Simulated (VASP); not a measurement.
Input of a VASP 6.6.1 run:

File INCAR:

```
SYSTEM = ScAl3
  PREC = Accurate
  ENCUT = 600
  EDIFF = 1E-6
  ISMEAR = -1
  SIGMA = 0.05
  LREAL = .False.
  LASPH = .True.
  NELM = 100
  ALGO = Fast
  ISIF = 3
  LWAVE = .False.
  LCHARG = .False.
  GGA = PS
  IBRION = 2
  NSW = 60
  EDIFFG = -0.01
  PSTRESS = 50.0
```

KPOINTS

```
regular mesh
0
Gamma
  7 7 7
  0 0 0
```

File POSCAR:

```
ScAl3
1.0
    4.0878065700      0.0000000000      0.0000000000
    0.0000000000      4.0878065700      0.0000000000
    0.0000000000      0.0000000000      4.0878065700
Sc Al
1 3
Direct
    0.0000000000      0.0000000000      0.0000000000
    0.5000000000      0.5000000000      0.0000000000
    0.0000000000      0.5000000000      0.5000000000
    0.5000000000      0.0000000000      0.5000000000
```

Potentials or basis: VASP PAW PBE potentials, release 64 (Sc_sv, Al).

Command:

```bash
$ cat potpaw_PBE.64/Sc_sv/POTCAR potpaw_PBE.64/Al/POTCAR > POTCAR
$ mpirun -np 1 vasp_std > vasp.out
```

Predict the space group after relaxing (to 0.1 Å).

Pm-3m (No. 221).

What does it give for the band gap on the k mesh?

Zero (bands 10 and 11 overlap by 3.75 eV).

Final structure:
```
Sc Al
1.0
     4.00716    0.00000    0.00000
     0.00000    4.00716    0.00000
     0.00000    0.00000    4.00716
Sc Al
1 3
Direct
  0.00000 0.00000 0.00000
  0.50000 0.50000 0.00000
  0.00000 0.50000 0.50000
  0.50000 0.00000 0.50000
```

Caveat: the cell is relaxed towards a set pressure, so the run minimises the enthalpy, not the energy.
